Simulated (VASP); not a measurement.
Crystal: Sn.

```
CELL_PARAMETERS angstrom
-2.94014 2.94014 1.59930
2.94014 -2.94014 1.59930
2.94014 2.94014 -1.59930
ATOMIC_POSITIONS crystal
Sn 0.00000 0.00000 0.00000
Sn 0.75000 0.25000 0.50000
```

```yaml
Program: VASP 6.6.1
Task: relaxation of cell and atoms
Functional: LDA
Potentials_or_basis: VASP PAW LDA potentials, release 64 (Sn_d)
Cutoff: 600 eV
k_mesh: 9 × 9 × 9
Occupations: fermi-dirac, width 0.05 eV
Spin: no spin polarisation
```

At the start: pressure -2.9 GPa; volume 27.65 Å³/atom.

How do energy, volume and symmetry change on relaxing?

Over 6 steps the energy falls by 13.4 meV/atom and the volume is 26.19 Å³/atom (-5.3 %); space group I4_1/amd (No. 141, to 0.1 Å) before and after.

The path:
```csv
step,energy change (eV),largest force (eV/Å),pressure (GPa),volume (Å³)
1,0.0000,0.0000,-2.88,55.30
2,-0.0230,0.0000,1.22,51.42
3,-0.0266,0.0000,0.00,52.44
4,-0.0266,0.0000,0.06,52.38
5,-0.0268,0.0000,0.05,52.38
6,-0.0269,0.0000,0.05,52.38
```

Final structure:
```
CELL_PARAMETERS angstrom
-2.89427 2.89427 1.56320
2.89427 -2.89427 1.56320
2.89427 2.89427 -1.56320
ATOMIC_POSITIONS crystal
Sn 0.00000 0.00000 0.00000
Sn 0.75000 0.25000 0.50000
```
